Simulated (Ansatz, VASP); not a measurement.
## One calculation of Fe, two programs

File INCAR:

```
SYSTEM = Fe
PREC     = Accurate       ! precision mode
ENCUT    = 520            ! plane-wave cutoff, eV
EDIFF    = 1E-6           ! SCF threshold, eV
ISMEAR   = 0              ! smearing method
SIGMA    = 0.011          ! smearing width, eV
LREAL    = .False.        ! projectors in reciprocal space
LASPH    = .True.         ! aspherical terms in the spheres
NELM     = 150            ! most SCF steps
ALGO     = Normal         ! electronic algorithm
ISIF     = 2              ! what is computed and relaxed
LWAVE    = .False.        ! write WAVECAR
LCHARG   = .False.        ! write CHGCAR
ISPIN    = 2              ! spin polarisation
MAGMOM   = 3              ! initial moments
LORBIT   = 11             ! projections on sites
LMAXMIX  = 4              ! l up to which the mixer works
GGA      = PE             ! functional
NBANDS   = 14             ! bands
```

Contents of KPOINTS:

```
Automatic mesh
0
Gamma
  13 13 13
  0 0 0
```

The input POSCAR:

```
Fe
1.0
   -1.4430000000      1.4430000000      1.4430000000
    1.4430000000     -1.4430000000      1.4430000000
    1.4430000000      1.4430000000     -1.4430000000
Fe
1
Direct
    0.0000000000      0.0000000000      0.0000000000
```

Contents of input.yaml:

```yaml
crystal:
  lattice:
    - [-1.443, 1.443, 1.443]
    - [1.443, -1.443, 1.443]
    - [1.443, 1.443, -1.443]
  atoms:
    - { symbol: Fe, position: [0.0, 0.0, 0.0], spin: 3.0 }
kpoints:
  mp_grid: { grid: [13, 13, 13] }
scf:
  occupations: { method: gaussian, width: 0.011 }
hamiltonian:
  xc: pbe
  pseudopotentials: { kind: all_electron, lapw: { basis_error: 0.001 } }
magnetization:
  spin_polarized: true
output:
  forces: true
  stress: true
  eigenvalues: true
```

Alike in both runs: task single point; functional PBE; k mesh 13 × 13 × 13; occupations gaussian, width 0.011 eV; collinear spin.

|  | VASP | Ansatz |
| --- | --- | --- |
| version | VASP 6.6.1 | Ansatz 0.2.0 |
| potentials or method | VASP PAW PBE potentials, release 64 (Fe), cutoff 520 eV | all-electron LAPW, scalar-relativistic |

```tsv
	VASP	Ansatz	Ansatz less VASP
gap on the k mesh at the Fermi level (eV)	none	none	-
pressure (GPa)	-9.1	-9.8	-0.71
net moment per atom (μB)	2.28	2.24	-0.042
size of the moment on the site where the two differ most (μB)	2.29	2.30	+0.010
```

Site moments also hang on the region over which each program counts them. A gap of «none» marks a metal or a gap that the smearing closes. Ansatz ran all-electron here, and VASP with PAW potentials.
